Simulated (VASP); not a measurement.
# CsCl (Pm-3m) in VASP: a series of runs

CsCl is run at these levels: PBE; tasks: single point.

All numbers are computed with VASP 6.6.1; they aren't measurements. Logs are shortened: lines on timing, memory, paths and dates and some standing lists are left out, and cuts for length are marked.

## Step 1: The cell of the first run

The structure is cubic, space group Pm-3m (No. 221). Conventional cell: a = 4.157 Å, b = 4.157 Å, c = 4.157 Å, α = 90.00°, β = 90.00°, γ = 90.00°. Cs (site symmetry m-3m) has 8 Cl at 3.60 Å and 6 Cs at 4.16 Å within 4.7 Å. Cl (site symmetry m-3m) has 8 Cs at 3.60 Å and 6 Cl at 4.16 Å within 4.7 Å.

## Step 2: Single point, PBE (volume scaled by 1.025)

INCAR

```
SYSTEM = CsCl
PREC = Accurate
ENCUT = 500
EDIFF = 1E-6
ISMEAR = -1
SIGMA = 0.03
LREAL = .False.
LASPH = .True.
NELM = 120
ALGO = Normal
ISIF = 2
LWAVE = .False.
LCHARG = .True.
GGA = PE
LELF = .True.
LVHAR = .True.
NBANDS = 15
GGA_COMPAT = .False.
```

KPOINTS

```
Automatic mesh
0
Gamma
  6 6 6
  0 0 0
```

POSCAR

```
CsCl
1.0
    4.1570759255      0.0000000000      0.0000000000
    0.0000000000      4.1570759255      0.0000000000
    0.0000000000      0.0000000000      4.1570759255
Cs Cl
1 1
Direct
    0.0000000000      0.0000000000      0.0000000000
    0.5000000000      0.5000000000      0.5000000000
```

Potentials or basis: VASP PAW PBE potentials, release 64 (Cs_sv, Cl).

Started as:

```console
$ cat potpaw_PBE.64/Cs_sv/POTCAR potpaw_PBE.64/Cl/POTCAR > POTCAR
$ mpirun -np 1 vasp_std > vasp.out
```

OUTCAR:

```text
SYSTEM = CsCl
   PREC = Accurate
   ENCUT = 500
   EDIFF = 1E-6
   ISMEAR = -1
   LREAL = .False.
   LASPH = .True.
   NELM = 120
   ISIF = 2
   GGA = PE

 ion  position               nearest neighbor table
   1  0.000  0.000  0.000-
   2  0.500  0.500  0.500-

  LATTYP: Found a simple cubic cell.
 ALAT       =     4.1570759255

  Lattice vectors:

 A1 = (   4.1570759255,   0.0000000000,   0.0000000000)
 A2 = (   0.0000000000,   4.1570759255,   0.0000000000)
 A3 = (   0.0000000000,   0.0000000000,   4.1570759255)

Analysis of symmetry for initial positions (statically):
=====================================================================
 Subroutine PRICEL returns:
 Original cell was already a primitive cell.

 Routine SETGRP: Setting up the symmetry group for a
 simple cubic supercell.

 Subroutine GETGRP returns: Found 48 space group operations
 (whereof 48 operations were pure point group operations)
 out of a pool of 48 trial point group operations.

The static configuration has the point symmetry O_h .

Analysis of symmetry for dynamics (positions and initial velocities):
=====================================================================
 Subroutine PRICEL returns:
 Original cell was already a primitive cell.

 Routine SETGRP: Setting up the symmetry group for a
 simple cubic supercell.

 Subroutine GETGRP returns: Found 48 space group operations
 (whereof 48 operations were pure point group operations)
 out of a pool of 48 trial point group operations.

The dynamic configuration has the point symmetry O_h .

 Subroutine INISYM returns: Found 48 space group operations
 (whereof 48 operations are pure point group operations),
 and found     1 'primitive' translations

----------------------------------------------------------------------------------------

                                     Primitive cell

  volume of cell :      71.8396

  direct lattice vectors                    reciprocal lattice vectors
     4.157075926  0.000000000  0.000000000     0.240553701  0.000000000  0.000000000
     0.000000000  4.157075926  0.000000000     0.000000000  0.240553701  0.000000000
     0.000000000  0.000000000  4.157075926     0.000000000  0.000000000  0.240553701

  length of vectors
     4.157075926  4.157075926  4.157075926     0.240553701  0.240553701  0.240553701

  position of ions in fractional coordinates (direct lattice)
     0.000000000  0.000000000  0.000000000
     0.500000000  0.500000000  0.500000000

  ion indices of the primitive-cell ions
   primitive index   ion index
                 1           1
                 2           2

----------------------------------------------------------------------------------------

 KPOINTS: Automatic mesh

Automatic generation of k-mesh.
 Grid dimensions read from file:
 generate k-points for:    6    6    6

 Generating k-lattice:

  Cartesian coordinates                     Fractional coordinates (reciprocal lattice)
     0.040092284  0.000000000  0.000000000     0.166666667  0.000000000  0.000000000
     0.000000000  0.040092284  0.000000000     0.000000000  0.166666667  0.000000000
     0.000000000  0.000000000  0.040092284     0.000000000  0.000000000  0.166666667

  Length of vectors
     0.040092284  0.040092284  0.040092284

  Shift w.r.t. Gamma in fractional coordinates (k-lattice)
     0.000000000  0.000000000  0.000000000

 Subroutine IBZKPT returns following result:
 ===========================================

 Found     20 irreducible k-points:

 Following reciprocal coordinates:
            Coordinates               Weight
  0.000000  0.000000  0.000000      1.000000
  0.166667  0.000000  0.000000      6.000000
  0.333333  0.000000  0.000000      6.000000
  0.500000  0.000000  0.000000      3.000000
  0.166667  0.166667  0.000000     12.000000
  0.333333  0.166667  0.000000     24.000000
[... 12 lines left out ...]
  0.500000  0.500000  0.333333      6.000000
  0.500000  0.500000  0.500000      1.000000
   k-points           NKPTS =     20   k-points in BZ     NKDIM =     20   number of bands    NBANDS=     15
   number of dos      NEDOS =    301   number of ions     NIONS =      2
   total plane-waves  NPLWV =  27000
   dimension x,y,z NGX =    30 NGY =   30 NGZ =   30
   dimension x,y,z NGXF=    60 NGYF=   60 NGZF=   60
   ions per type =               1   1
   NGX,Y,Z   is equivalent  to a cutoff of  12.00, 12.00, 12.00 a.u.
   NGXF,Y,Z  is equivalent  to a cutoff of  23.99, 23.99, 23.99 a.u.
 SYSTEM =  CsCl
   PREC   = accura    normal or accurate (medium, high low for compatibility)
   ISTART =      0    job   : 0-new  1-cont  2-samecut
   ICHARG =      2    charge: 1-file 2-atom 10-const
   ISPIN  =      1    spin polarized calculation?
   LNONCOLLINEAR =      F non collinear calculations
   LSORBIT =      F    spin-orbit coupling
   LASPH  =      T    aspherical Exc in radial PAW
   ENCUT  =  500.0 eV  36.75 Ry    6.06 a.u.   7.58  7.58  7.58*2*pi/ulx,y,z
   NELM   =    120;   NELMIN=  2; NELMDL= -5     # of ELM steps
   EDIFF  = 0.1E-05   stopping-criterion for ELM
   LREAL  =      F    real-space projection
   EDIFFG = 0.1E-04   stopping-criterion for IOM
   NSW    =      0    number of steps for IOM
   IBRION =     -1    ionic relax: 0-MD 1-quasi-New 2-CG
   NFREE  =      0    steps in history (QN), initial steepest desc. (CG)
   ISIF   =      2    stress and relaxation
   ISYM   =      2    0-nonsym 1-usesym 2-fastsym
   POTIM  = 0.5000    time-step for ionic-motion
   TEBEG  =    0.0;   TEEND  =   0.0 temperature during run
   PSTRESS=    0.0 pullay stress
   NELECT =      16.0000    total number of electrons
   NUPDOWN=      -1.0000    fix difference up-down
   EMIN   =  10.00;   EMAX   =-10.00  energy-range for DOS
   EFERMI =   0.00;   METHOD = LEGACY
   ISMEAR =    -1;   SIGMA  =   0.03  broadening in eV -4-tet -1-fermi 0-gaus
   EFERMI_NEDOS =   21; number of points for ismear=-14 and -15
   IALGO  =     38    algorithm
   IMIX   =      4    mixing-type and parameters
     AMIX     =   0.40;   BMIX     =  1.00
     AMIX_MAG =   1.60;   BMIX_MAG =  1.00
  volume/ion in A,a.u.               =      35.92       242.40
  Fermi-wavevector in a.u.,A,eV,Ry     =   0.992339  1.875249 13.398165  0.984737
  Thomas-Fermi vector in A             =   2.124144
   LORBIT       =      0    0 simple, 1 ext, 2 COOP (PROOUT), +10 PAW based schemes
   GGA     = PE    functional components
   LHFCALC =     F    Hartree Fock is set to
   AEXX    =    0.0000 exact exchange contribution
   IVDW    =     0    specifies the selected vdW correction
   LEPSILON=     F    determine dielectric tensor
   LRPA    =     F    only Hartree local field effects (RPA)
 non-spin polarized calculation
  energy-cutoff  :      500.00
  volume of cell :       71.84
 maximum number of plane-waves:      1856
   NGX = 15   NGY = 15   NGZ = 15

 number of electron      15.9999995 magnetization

 Free energy of the ion-electron system (eV)
  ---------------------------------------------------
  ext. energy  EPLUGINS =         0.00000000
  ---------------------------------------------------
  free energy    TOTEN  =        -6.53606258 eV

  energy without entropy =       -6.53606258  energy(sigma->0) =       -6.53606258

 E-fermi :   0.2485     XC(G=0):  -8.1444

 val. band max:       -0.4438374750   @ k =   0.0000   0.0000   0.0000
 cond. band min:       4.7055177207   @ k =   0.0000   0.0000   0.0000
 fundamental gap:      5.1493551957
 Fermi energy:         0.2484747482

 k-point     1 :       0.0000    0.0000    0.0000
  band No.  band energies     occupation
      1     -19.8599      2.00000
      2     -12.5885      2.00000
      3      -6.3635      2.00000
      4      -6.3635      2.00000
      5      -6.3635      2.00000
      6      -0.4438      2.00000
      7      -0.4438      2.00000
      8      -0.4438      2.00000
      9       4.7055      0.00000
     10       4.9714      0.00000
     11       4.9714      0.00000
     12       9.4940      0.00000
     13       9.4940      0.00000
     14       9.4940      0.00000
     15      12.6701      0.00000

 k-point     2 :       0.1667    0.0000    0.0000
  band No.  band energies     occupation
      1     -19.8417      2.00000
      2     -12.5964      2.00000
      3      -6.5038      2.00000
      4      -6.3322      2.00000
      5      -6.3322      2.00000
      6      -0.7755      2.00000
      7      -0.4954      2.00000
      8      -0.4954      2.00000
      9       5.1511      0.00000
     10       5.3035      0.00000
     11       5.6090      0.00000
     12       9.2814      0.00000
     13       9.2814      0.00000
     14       9.6449      0.00000
     15      11.2646      0.00000

 k-point     3 :       0.3333    0.0000    0.0000
  band No.  band energies     occupation
      1     -19.8048      2.00000
      2     -12.6147      2.00000
      3      -6.7560      2.00000
      4      -6.2678      2.00000
      5      -6.2678      2.00000
      6      -1.3239      2.00000
      7      -0.6028      2.00000
      8      -0.6028      2.00000
      9       5.6164      0.00000
     10       6.4240      0.00000
     11       7.2246      0.00000
     12       9.0200      0.00000
     13       9.0200      0.00000
     14       9.5915      0.00000
     15      10.0175      0.00000

 k-point     4 :       0.5000    0.0000    0.0000
  band No.  band energies     occupation
      1     -19.7861      2.00000
      2     -12.6252      2.00000
      3      -6.8698      2.00000
      4      -6.2345      2.00000
      5      -6.2345      2.00000
      6      -1.5612      2.00000
      7      -0.6587      2.00000
      8      -0.6587      2.00000
      9       5.9562      0.00000
     10       7.0450      0.00000
     11       8.2820      0.00000
     12       8.8292      0.00000
     13       8.9549      0.00000
     14       8.9549      0.00000
     15      10.2648      0.00000
[... 235 lines left out ...]
 k-point    18 :       0.5000    0.3333    0.3333
  band No.  band energies     occupation
      1     -19.6933      2.00000
      2     -12.4712      2.00000
      3      -6.9490      2.00000
      4      -6.7828      2.00000
      5      -6.7199      2.00000
      6      -1.2936      2.00000
      7      -1.2386      2.00000
      8      -1.0110      2.00000
      9       6.9425      0.00000
     10       7.4989      0.00000
     11       7.8808      0.00000
     12       8.3470      0.00000
     13       8.8277      0.00000
     14      10.2293      0.00000
     15      12.0625      0.00000

 k-point    19 :       0.5000    0.5000    0.3333
  band No.  band energies     occupation
      1     -19.6779      2.00000
      2     -12.4491      2.00000
      3      -6.9233      2.00000
      4      -6.9233      2.00000
      5      -6.7011      2.00000
      6      -1.3266      2.00000
      7      -1.3266      2.00000
      8      -1.2659      2.00000
      9       7.3075      0.00000
     10       7.7702      0.00000
     11       7.7702      0.00000
     12       8.1918      0.00000
     13      10.3243      0.00000
     14      10.3243      0.00000
     15      11.7630      0.00000

 k-point    20 :       0.5000    0.5000    0.5000
  band No.  band energies     occupation
      1     -19.6628      2.00000
      2     -12.4303      2.00000
      3      -6.8658      2.00000
      4      -6.8658      2.00000
      5      -6.8658      2.00000
      6      -1.4796      2.00000
      7      -1.4796      2.00000
      8      -1.4796      2.00000
      9       7.9431      0.00000
     10       7.9431      0.00000
     11       7.9431      0.00000
     12       9.9420      0.00000
     13       9.9420      0.00000
     14       9.9420      0.00000
     15      11.8181      0.00000

------------------------ aborting loop because EDIFF is reached ----------------------------------------

  FORCE on cell =-STRESS in cart. coord.  units (eV):
  Direction    XX          YY          ZZ          XY          YZ          ZX
  --------------------------------------------------------------------------------------
  -------------------------------------------------------------------------------------
  Total        0.2536373      0.2536373      0.2536373      0.0000000     -0.0000000      0.0000000
  in kB        5.6566558      5.6566558      5.6566558      0.0000000     -0.0000000      0.0000000
  external PRESSURE =       5.6566558 kB  Pullay stress =       0.0000000 kB

 VOLUME and BASIS-vectors are now :
 -----------------------------------------------------------------------------
  energy-cutoff  :      500.00
  volume of cell :       71.84
      direct lattice vectors                 reciprocal lattice vectors
     4.157075926  0.000000000  0.000000000     0.240553701  0.000000000  0.000000000
     0.000000000  4.157075926  0.000000000     0.000000000  0.240553701  0.000000000
     0.000000000  0.000000000  4.157075926     0.000000000  0.000000000  0.240553701

 POSITION                                       TOTAL-FORCE (eV/Angst)
 -----------------------------------------------------------------------------------
      0.00000      0.00000      0.00000         0.000000      0.000000      0.000000
      2.07854      2.07854      2.07854         0.000000      0.000000      0.000000
 -----------------------------------------------------------------------------------
    total drift:                                0.000000      0.000000      0.000000

  FREE ENERGIE OF THE ION-ELECTRON SYSTEM (eV)
  ---------------------------------------------------
  free  energy   TOTEN  =        -6.5360625771 eV

  energy  without entropy=       -6.5360625771  energy(sigma->0) =       -6.53606258
```

It took 14 s on 1 thread of Intel Xeon Platinum 8259CL at 2.50GHz (Skylake/Cascade Lake), shared host; peak memory 0.17 GiB.

What came out:

```yaml
Free_energy: -6.5361 eV
Pressure: 0.6 GPa
Band_gap_on_the_k_mesh: 5.15 eV, direct
```

Caveat: the cell differs from its parent crystal (volume scaled by 1.025); spin-orbit coupling is left out, which moves the levels of the heavy elements. A k mesh can miss the band edges.

## Step 3: Single point, PBE (volume scaled by 1.05)

INCAR

```
SYSTEM = CsCl
  PREC = Accurate
  ENCUT = 500
  EDIFF = 1E-6
  ISMEAR = -1
  SIGMA = 0.03
  LREAL = .False.
  LASPH = .True.
  NELM = 120
  ALGO = Normal
  ISIF = 2
  LWAVE = .False.
  LCHARG = .False.
  GGA = PE
  NBANDS = 15
  GGA_COMPAT = .False.
```

KPOINTS

```
regular mesh
0
Gamma
  6 6 6
  0 0 0
```

POSCAR

```
CsCl
1.0
    4.1906021792      0.0000000000      0.0000000000
    0.0000000000      4.1906021792      0.0000000000
    0.0000000000      0.0000000000      4.1906021792
Cs Cl
1 1
Direct
    0.0000000000      0.0000000000      0.0000000000
    0.5000000000      0.5000000000      0.5000000000
```

Potentials or basis: VASP PAW PBE potentials, release 64 (Cs_sv, Cl).

Started as:

```console
$ cat potpaw_PBE.64/Cs_sv/POTCAR potpaw_PBE.64/Cl/POTCAR > POTCAR
$ mpirun -np 1 vasp_std > vasp.out
```

Wall time 11 s (1 thread of Intel Xeon Platinum 8259CL at 2.50GHz (Skylake/Cascade Lake), shared host); peak memory 0.18 GiB.

Results (log left out):

| Item | Value |
| --- | --- |
| Free energy | -6.5406 eV |
| Pressure | 0.2 GPa |
| Band gap on the k mesh | 5.04 eV, direct |

Levels at points of the mesh, in eV from the valence-band top:
```csv
k point,band 5,band 6,band 7,band 8,band 9,band 10,band 11,band 12
"(0.00, 0.00, 0.00)",-5.97,0.00,0.00,0.00,5.04,5.43,5.43,9.85
"(0.50, 0.00, 0.00)",-5.85,-1.07,-0.19,-0.19,6.38,7.37,8.57,9.27
"(0.50, 0.50, 0.00)",-5.78,-0.42,-0.42,-0.03,5.90,5.98,7.92,7.92
"(0.50, 0.50, 0.50)",-6.45,-0.98,-0.98,-0.98,8.28,8.28,8.28,10.25
```

Caveat: the cell differs from its parent crystal (volume scaled by 1.05); spin-orbit coupling is left out, which moves the levels of the heavy elements.

## Step 4: Single point, PBE

This run uses another cell than the first one, of 35.04 Å³/atom, 0.976 times its volume.

INCAR is that of step 3.

KPOINTS

```
Automatic mesh
0
Gamma
  6 6 6
  0 0 0
```

POSCAR

```
CsCl
1.0
    4.1230000000      0.0000000000      0.0000000000
    0.0000000000      4.1230000000      0.0000000000
    0.0000000000      0.0000000000      4.1230000000
Cs Cl
1 1
Direct
    0.0000000000      0.0000000000      0.0000000000
    0.5000000000      0.5000000000      0.5000000000
```

Started as:

```console
$ cat potpaw_PBE.64/Cs_sv/POTCAR potpaw_PBE.64/Cl/POTCAR > POTCAR
$ mpirun -np 1 vasp_std > vasp.out
```

Wall time 14 s (1 thread of Intel Xeon Platinum 8488C (Sapphire Rapids), shared host); peak memory 0.17 GiB.

The run converged. Its results:

```yaml
Free_energy: -6.5269 eV
Pressure: 1.0 GPa
Band_gap_on_the_k_mesh: 5.26 eV, direct
```

Levels at points of the mesh, in eV from the valence-band top:
```
           k point  band 5  band 6  band 7  band 8  band 9  band 10  band 11  band 12
(0.00, 0.00, 0.00)   -5.87    0.00    0.00    0.00    5.26     5.39     5.39    10.03
(0.50, 0.00, 0.00)   -5.73   -1.17   -0.24   -0.24    6.41     7.61     8.89     9.27
(0.50, 0.50, 0.00)   -5.64   -0.43   -0.43   -0.06    5.95     6.03     7.98     7.98
(0.50, 0.50, 0.50)   -6.40   -1.10   -1.10   -1.10    8.49     8.49     8.49    10.53
```

Caveat: spin-orbit coupling is left out, which moves the levels of the heavy elements.

## Step 5: Summary

| cell | gap on the mesh (eV) | pressure (GPa) |
| --- | --- | --- |
| a = 4.157 Å, 2 atoms | 5.15 | 0.6 |
| a = 4.191 Å, 2 atoms | 5.04 | 0.2 |
| a = 4.123 Å, 2 atoms | 5.26 | 1.0 |

Alike in all rows: task single point; level PBE; potentials or basis VASP PAW PBE potentials, release 64 (Cs_sv, Cl); no spin polarisation; k mesh 6 × 6 × 6; cutoff (eV) 500; smearing fermi-dirac 0.03 eV.

Caveats: spin-orbit coupling is left out, which moves the levels of the heavy elements.

Total energies depend on the potentials used, so only differences within one code and one set of settings carry meaning.
